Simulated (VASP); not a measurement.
# HfC in VASP: further runs

Runs on HfC. Level: PBEsol. Tasks: single point.

Everything below comes from runs of VASP 6.6.1. Logs are shortened: lines on timing, memory, paths and dates and some standing lists are left out, and cuts for length are marked.

### Step 1. The cell of the first run

The typed cell holds 2 atoms: a = 3.219 Å, b = 3.219 Å, c = 3.259 Å, α = 90.00°, β = 60.41°, γ = 120.00°.

### Step 2. Single point, PBEsol

Input file INCAR:

```
SYSTEM = HfC
ALGO = Normal ; EDIFF = 1E-6
ENCUT = 520 ; GGA = PS
ISIF = 2 ; ISMEAR = 0
ISYM = 0 ; LASPH = .TRUE.
LCHARG = .FALSE. ; LREAL = .FALSE.
LWAVE = .FALSE. ; NBANDS = 14
NELM = 80 ; PREC = Accurate
SIGMA = 0.1
```

Input file KPOINTS:

```
k-points
0
G
  12 12 13
  0 0 0
```

Input file POSCAR:

```
HfC
1.0
    3.2188796002     -0.0000000022     -0.0001589717
   -1.6094398021      2.7876315089      0.0000000000
    1.6093065157      0.9291335501      2.6770259585
Hf C
1 1
Direct
    0.0000000000      0.0000000000      0.0000000000
    0.0000000000      0.5000000000      0.5000000000
```

Potentials or basis: VASP PAW PBE potentials, release 64 (Hf_pv, C).

On the command line:

```bash
cat potpaw_PBE.64/Hf_pv/POTCAR potpaw_PBE.64/C/POTCAR > POTCAR
mpirun -np 1 vasp_std > vasp.out
```

OUTCAR:

```text
SYSTEM = HfC
   EDIFF = 1E-6
   ENCUT = 520
   GGA = PS
   ISIF = 2
   ISMEAR = 0
   ISYM = 0
   LASPH = .TRUE.
   LREAL = .FALSE.
   NELM = 80
   PREC = Accurate

 ion  position               nearest neighbor table
   1  0.000  0.000  0.000-   2 2.29   2 2.29   2 2.29   2 2.29   2 2.29   2 2.29
   2  0.000  0.500  0.500-   1 2.29   1 2.29   1 2.29   1 2.29   1 2.29   1 2.29

IMPORTANT INFORMATION: All symmetrisations will be switched off!
NOSYMM: (Re-)initialisation of all symmetry stuff for point group C_1.

----------------------------------------------------------------------------------------

                                     Primitive cell

  volume of cell :      24.0220

  direct lattice vectors                    reciprocal lattice vectors
     3.218879600 -0.000000002 -0.000158972     0.310654805  0.179356636 -0.249002094
    -1.609439802  2.787631509  0.000000000    -0.000006149  0.358723921 -0.124501047
     1.609306516  0.929133550  2.677025958     0.000018448  0.000010651  0.373534075

  length of vectors
     3.218879604  3.218879604  3.258776549     0.436666067  0.379714843  0.373534076

  position of ions in fractional coordinates (direct lattice)
     0.000000000  0.000000000  0.000000000
     0.000000000  0.500000000  0.500000000

  ion indices of the primitive-cell ions
   primitive index   ion index
                 1           1
                 2           2

----------------------------------------------------------------------------------------

 KPOINTS: k-points

Automatic generation of k-mesh.
 Grid dimensions read from file:
 generate k-points for:   12   12   13

 Generating k-lattice:

  Cartesian coordinates                     Fractional coordinates (reciprocal lattice)
     0.025887900  0.014946386 -0.020750175     0.083333333  0.000000000  0.000000000
    -0.000000512  0.029893660 -0.010375087     0.000000000  0.083333333  0.000000000
     0.000001419  0.000000819  0.028733390     0.000000000  0.000000000  0.076923077

  Length of vectors
     0.036388839  0.031642904  0.028733390

  Shift w.r.t. Gamma in fractional coordinates (k-lattice)
     0.000000000  0.000000000  0.000000000

 Subroutine IBZKPT returns following result:
 ===========================================

 Found    938 irreducible k-points:

 Following reciprocal coordinates:
            Coordinates               Weight
  0.000000  0.000000  0.000000      1.000000
  0.083333  0.000000  0.000000      2.000000
  0.166667 -0.000000  0.000000      2.000000
  0.250000  0.000000  0.000000      2.000000
  0.333333  0.000000  0.000000      2.000000
  0.416667  0.000000  0.000000      2.000000
[... 16 lines left out ...]
 -0.250000  0.166667 -0.000000      2.000000
  0.166667  0.166667  0.000000      2.000000
 [... further k-points ...]
   k-points           NKPTS =    938   k-points in BZ     NKDIM =    938   number of bands    NBANDS=     14
   number of dos      NEDOS =    301   number of ions     NIONS =      2
   total plane-waves  NPLWV =  13824
   dimension x,y,z NGX =    24 NGY =   24 NGZ =   24
   dimension x,y,z NGXF=    48 NGYF=   48 NGZF=   48
   ions per type =               1   1
   NGX,Y,Z   is equivalent  to a cutoff of  12.40, 12.40, 12.24 a.u.
   NGXF,Y,Z  is equivalent  to a cutoff of  24.79, 24.79, 24.49 a.u.
 SYSTEM =  HfC
   PREC   = accura    normal or accurate (medium, high low for compatibility)
   ISTART =      0    job   : 0-new  1-cont  2-samecut
   ICHARG =      2    charge: 1-file 2-atom 10-const
   ISPIN  =      1    spin polarized calculation?
   LNONCOLLINEAR =      F non collinear calculations
   LSORBIT =      F    spin-orbit coupling
   LASPH  =      T    aspherical Exc in radial PAW
   ENCUT  =  520.0 eV  38.22 Ry    6.18 a.u.   5.98  5.98  6.06*2*pi/ulx,y,z
   NELM   =     80;   NELMIN=  2; NELMDL= -5     # of ELM steps
   EDIFF  = 0.1E-05   stopping-criterion for ELM
   LREAL  =      F    real-space projection
   EDIFFG = 0.1E-04   stopping-criterion for IOM
   NSW    =      0    number of steps for IOM
   IBRION =     -1    ionic relax: 0-MD 1-quasi-New 2-CG
   NFREE  =      0    steps in history (QN), initial steepest desc. (CG)
   ISIF   =      2    stress and relaxation
   ISYM   =      0    0-nonsym 1-usesym 2-fastsym
   POTIM  = 0.5000    time-step for ionic-motion
   TEBEG  =    0.0;   TEEND  =   0.0 temperature during run
   PSTRESS=    0.0 pullay stress
   NELECT =      14.0000    total number of electrons
   NUPDOWN=      -1.0000    fix difference up-down
   EMIN   =  10.00;   EMAX   =-10.00  energy-range for DOS
   EFERMI =   0.00;   METHOD = LEGACY
   ISMEAR =     0;   SIGMA  =   0.10  broadening in eV -4-tet -1-fermi 0-gaus
   EFERMI_NEDOS =   21; number of points for ismear=-14 and -15
   IALGO  =     38    algorithm
   IMIX   =      4    mixing-type and parameters
     AMIX     =   0.40;   BMIX     =  1.00
     AMIX_MAG =   1.60;   BMIX_MAG =  1.00
  volume/ion in A,a.u.               =      12.01        81.05
  Fermi-wavevector in a.u.,A,eV,Ry     =   1.367459  2.584122 25.442123  1.869943
  Thomas-Fermi vector in A             =   2.493509
   LORBIT       =      0    0 simple, 1 ext, 2 COOP (PROOUT), +10 PAW based schemes
   GGA     = PS    functional components
   LHFCALC =     F    Hartree Fock is set to
   AEXX    =    0.0000 exact exchange contribution
   IVDW    =     0    specifies the selected vdW correction
   LEPSILON=     F    determine dielectric tensor
   LRPA    =     F    only Hartree local field effects (RPA)
 non-spin polarized calculation
 Gauss-broadening in eV      SIGMA  =   0.10
  energy-cutoff  :      520.00
  volume of cell :       24.02
 maximum number of plane-waves:       658
   NGX = 11   NGY = 11   NGZ = 13

 number of electron      14.0000000 magnetization

 Free energy of the ion-electron system (eV)
  ---------------------------------------------------
  ext. energy  EPLUGINS =         0.00000000
  ---------------------------------------------------
  free energy    TOTEN  =       -22.18573637 eV

  energy without entropy =      -22.18464366  energy(sigma->0) =      -22.18519002

 E-fermi :   6.1473     XC(G=0): -12.6453

 val. band max:        6.1392762400   @ k =   0.0833  -0.0000   0.0769
 cond. band min:       6.1551880414   @ k =   0.3333   0.0000   0.0769
 fundamental gap:      0.0159118013
 Fermi energy:         6.1473415979

 k-point     1 :       0.0000    0.0000    0.0000
  band No.  band energies     occupation
      1     -23.1359      2.00000
      2     -23.1161      2.00000
      3     -23.1161      2.00000
      4      -6.3590      2.00000
      5       7.1265      0.00000
      6       7.2567      0.00000
      7       7.2568      0.00000
      8       7.3243      0.00000
      9       7.6029      0.00000
     10       7.6030      0.00000
     11       9.6676      0.00000
     12       9.6686      0.00000
     13      13.5446      0.00000
     14      17.2411      0.00000

 k-point     2 :       0.0833    0.0000    0.0000
  band No.  band energies     occupation
      1     -23.1794      2.00000
      2     -23.1469      2.00000
      3     -23.1346      2.00000
      4      -6.1111      2.00000
      5       5.6070      2.00000
      6       6.3697      0.00167
      7       6.4981      0.00000
      8       7.1656      0.00000
      9       8.5781      0.00000
     10       8.7157      0.00000
     11       9.7840      0.00000
     12      11.1516      0.00000
     13      14.1496      0.00000
     14      17.9280      0.00000

 k-point     3 :       0.1667   -0.0000    0.0000
  band No.  band energies     occupation
      1     -23.3224      2.00000
      2     -23.2006      2.00000
      3     -23.1848      2.00000
      4      -5.4616      2.00000
      5       3.6452      2.00000
      6       5.8412      1.99999
      7       5.9715      1.98711
      8       6.3703      0.00161
      9      10.0725      0.00000
     10      10.0982      0.00000
     11      10.2656      0.00000
     12      12.5171      0.00000
     13      16.1228      0.00000
     14      19.7155      0.00000

 k-point     4 :       0.2500    0.0000    0.0000
  band No.  band energies     occupation
      1     -23.5064      2.00000
      2     -23.2711      2.00000
      3     -23.2530      2.00000
      4      -4.7193      2.00000
      5       2.4340      2.00000
      6       5.4815      2.00000
      7       5.6907      2.00000
      8       5.7975      2.00000
      9      10.5794      0.00000
     10      11.6382      0.00000
     11      11.7545      0.00000
     12      13.4686      0.00000
     13      18.3095      0.00000
     14      20.2027      0.00000

 k-point     5 :       0.3333    0.0000    0.0000
  band No.  band energies     occupation
      1     -23.6767      2.00000
      2     -23.3409      2.00000
      3     -23.3208      2.00000
      4      -4.3285      2.00000
      5       2.3578      2.00000
      6       4.7805      2.00000
      7       5.7722      2.00000
      8       5.8910      1.99971
      9      11.1150      0.00000
     10      12.7710      0.00000
     11      12.8380      0.00000
     12      14.4410      0.00000
     13      18.9412      0.00000
     14      19.7271      0.00000

 k-point     6 :       0.4167    0.0000    0.0000
  band No.  band energies     occupation
      1     -23.7935      2.00000
      2     -23.3915      2.00000
      3     -23.3701      2.00000
      4      -4.3452      2.00000
      5       3.1251      2.00000
      6       4.3254      2.00000
      7       5.9700      1.98788
      8       6.0920      1.56656
      9      11.5484      0.00000
     10      13.1966      0.00000
     11      13.2246      0.00000
     12      15.3353      0.00000
     13      16.5143      0.00000
     14      19.3227      0.00000

 k-point     7 :       0.5000    0.0000    0.0000
  band No.  band energies     occupation
      1     -23.8347      2.00000
      2     -23.4100      2.00000
      3     -23.3881      2.00000
      4      -4.4087      2.00000
      5       3.6283      2.00000
      6       4.1695      2.00000
      7       6.0713      1.71750
      8       6.1949      0.50093
      9      11.7169      0.00000
     10      13.2311      0.00000
     11      13.2528      0.00000
     12      15.1163      0.00000
     13      16.1473      0.00000
     14      18.9610      0.00000
[... 205 lines left out ...]
 k-point    20 :      -0.0000    0.1667   -0.0000
  band No.  band energies     occupation
      1     -23.3368      2.00000
      2     -23.1529      2.00000
      3     -23.1391      2.00000
      4      -5.6274      2.00000
      5       4.5983      2.00000
      6       5.1618      2.00000
      7       5.3261      2.00000
      8       8.2892      0.00000
      9       8.4982      0.00000
     10       8.7526      0.00000
     11      12.2162      0.00000
     12      12.2228      0.00000
     13      14.8450      0.00000
     14      19.1669      0.00000

 k-point    21 :      -0.1667    0.1667   -0.0000
  band No.  band energies     occupation
      1     -23.3368      2.00000
      2     -23.1529      2.00000
      3     -23.1391      2.00000
      4      -5.6274      2.00000
      5       4.5983      2.00000
      6       5.1618      2.00000
      7       5.3261      2.00000
      8       8.2892      0.00000
      9       8.4982      0.00000
     10       8.7526      0.00000
     11      12.2162      0.00000
     12      12.2228      0.00000
     13      14.8450      0.00000
     14      19.1669      0.00000

 k-point    22 :       0.0833    0.1667    0.0000
  band No.  band energies     occupation
      1     -23.4784      2.00000
      2     -23.1950      2.00000
      3     -23.1652      2.00000
      4      -5.0029      2.00000
      5       3.2361      2.00000
      6       4.4740      2.00000
      7       4.8457      2.00000
      8       7.9377      0.00000
      9       9.6362      0.00000
     10       9.8901      0.00000
     11      12.5614      0.00000
     12      13.9085      0.00000
     13      16.1304      0.00000
     14      20.1986      0.00000

 k-point    23 :      -0.2500    0.1667   -0.0000
  band No.  band energies     occupation
      1     -23.4784      2.00000
      2     -23.1950      2.00000
      3     -23.1652      2.00000
      4      -5.0029      2.00000
      5       3.2361      2.00000
      6       4.4740      2.00000
      7       4.8457      2.00000
      8       7.9377      0.00000
      9       9.6362      0.00000
     10       9.8901      0.00000
     11      12.5614      0.00000
     12      13.9085      0.00000
     13      16.1304      0.00000
     14      20.1986      0.00000

 k-point    24 :       0.1667    0.1667    0.0000
  band No.  band energies     occupation
      1     -23.6167      2.00000
      2     -23.2557      2.00000
      3     -23.2435      2.00000
      4      -4.2835      2.00000
      5       2.1176      2.00000
      6       4.0785      2.00000
      7       4.7051      2.00000
      8       7.3879      0.00000
      9      11.0087      0.00000
     10      11.4840      0.00000
     11      13.0310      0.00000
     12      14.6102      0.00000
     13      17.8875      0.00000
     14      20.1707      0.00000

 [... further k-points ...]

------------------------ aborting loop because EDIFF is reached ----------------------------------------

  FORCE on cell =-STRESS in cart. coord.  units (eV):
  Direction    XX          YY          ZZ          XY          YZ          ZX
  --------------------------------------------------------------------------------------
  -------------------------------------------------------------------------------------
  Total        0.9880200      0.9874586     -0.0498611      0.0004865     -0.0016797     -0.0029094
  in kB       65.8971237     65.8596755     -3.3255403      0.0324451     -0.1120275     -0.1940481
  external PRESSURE =      42.8104197 kB  Pullay stress =       0.0000000 kB

 VOLUME and BASIS-vectors are now :
 -----------------------------------------------------------------------------
  energy-cutoff  :      520.00
  volume of cell :       24.02
      direct lattice vectors                 reciprocal lattice vectors
     3.218879600 -0.000000002 -0.000158972     0.310654805  0.179356636 -0.249002094
    -1.609439802  2.787631509  0.000000000    -0.000006149  0.358723921 -0.124501047
     1.609306516  0.929133550  2.677025958     0.000018448  0.000010651  0.373534075

 POSITION                                       TOTAL-FORCE (eV/Angst)
 -----------------------------------------------------------------------------------
      0.00000      0.00000      0.00000        -0.000000      0.000000     -0.000000
     -0.00007      1.85838      1.33851         0.000000     -0.000000      0.000000
 -----------------------------------------------------------------------------------
    total drift:                                0.000000     -0.000000      0.000000

  FREE ENERGIE OF THE ION-ELECTRON SYSTEM (eV)
  ---------------------------------------------------
  free  energy   TOTEN  =       -22.1857363730 eV

  energy  without entropy=      -22.1846436578  energy(sigma->0) =      -22.18519002
```

Run time: 4 min. Hardware: 1 thread of Intel Xeon 8259CL, shared host; peak memory 0.42 GiB.

What came out:

```yaml
Free_energy: -22.1857 eV
Pressure: 4.3 GPa
Band_gap_on_the_k_mesh: zero (bands 7 and 8 overlap by 1.48 eV)
```

Levels at points of the mesh, in eV from the Fermi level:
| k point | band 3 | band 4 | band 5 | band 6 | band 7 | band 8 | band 9 | band 10 | band 11 | band 12 |
| --- | --- | --- | --- | --- | --- | --- | --- | --- | --- | --- |
| (0.00, 0.00, 0.00) | -29.26 | -12.51 | 0.98 | 1.11 | 1.11 | 1.18 | 1.46 | 1.46 | 3.52 | 3.52 |
| (0.50, 0.00, 0.00) | -29.54 | -10.56 | -2.52 | -1.98 | -0.08 | 0.05 | 5.57 | 7.08 | 7.11 | 8.97 |
| (0.00, 0.50, 0.00) | -29.35 | -8.40 | -6.36 | -3.27 | -3.07 | 5.39 | 5.74 | 6.17 | 6.73 | 12.02 |
| (0.50, 0.50, 0.00) | -29.35 | -8.40 | -6.36 | -3.27 | -3.07 | 5.39 | 5.74 | 6.17 | 6.73 | 12.02 |

Caveat: the cell stands under pressure; the PAW data sets were made with another functional, which shifts forces and pressure a little; spin-orbit coupling is left out, which moves the levels of the heavy elements.

### Step 3. Single point, PBEsol

This run uses another cell than the first one, of 12.11 Å³/atom.

Input file INCAR:

```
SYSTEM = HfC
PREC = Accurate
ENCUT = 520
EDIFF = 1E-7
ISMEAR = 0
SIGMA = 0.1
LREAL = .False.
LASPH = .True.
NELM = 60
ALGO = Normal
ISIF = 2
LWAVE = .False.
LCHARG = .False.
GGA = PS
NBANDS = 14
ISYM = 0
```

Input file KPOINTS:

```
regular mesh
0
Gamma
  12 12 13
  0 0 0
```

Input file POSCAR:

```
HfC
1.0
    3.2188796041      0.0000000000      0.0000000000
   -1.6094398021      2.7876315089      0.0000000000
    1.6094398021      0.9292105030      2.6987477108
Hf C
1 1
Direct
    0.0000000000      0.0000000000      0.0000000000
    0.0000000000      0.5000000000      0.5000000000
```

Potentials or basis: VASP PAW PBE potentials, release 64 (Hf_pv, C).

On the command line:

```bash
cat potpaw_PBE.64/Hf_pv/POTCAR potpaw_PBE.64/C/POTCAR > POTCAR
mpirun -np 1 vasp_std > vasp.out
```

Run time: 4.7 min. Hardware: 1 thread of Intel Xeon 8259CL, shared host; peak memory 0.42 GiB.

The run converged. Its results:

| Property | Result |
| --- | --- |
| Free energy | -22.1829 eV |
| Pressure | 2.1 GPa |
| Band gap on the k mesh | zero (bands 7 and 8 overlap by 1.46 eV) |

Stress tensor (GPa, compression positive):
```
 5.44  0.00 -0.02
 0.00  5.45 -0.01
-0.02 -0.01 -4.45
```

Levels at points of the mesh, in eV from the Fermi level:
```
           k point  band 5  band 6  band 7  band 8  band 9  band 10
(0.00, 0.00, 0.00)    0.94    1.10    1.13    1.13    1.49     1.49
(0.50, 0.00, 0.00)   -2.53   -1.95   -0.11    0.07    5.52     7.00
(0.00, 0.50, 0.00)   -6.32   -3.29   -3.02    5.24    5.77     6.19
(0.50, 0.50, 0.00)   -6.32   -3.29   -3.02    5.24    5.77     6.19
```

Caveat: the PAW data sets were made with another functional, which shifts forces and pressure a little; spin-orbit coupling is left out, which moves the levels of the heavy elements.
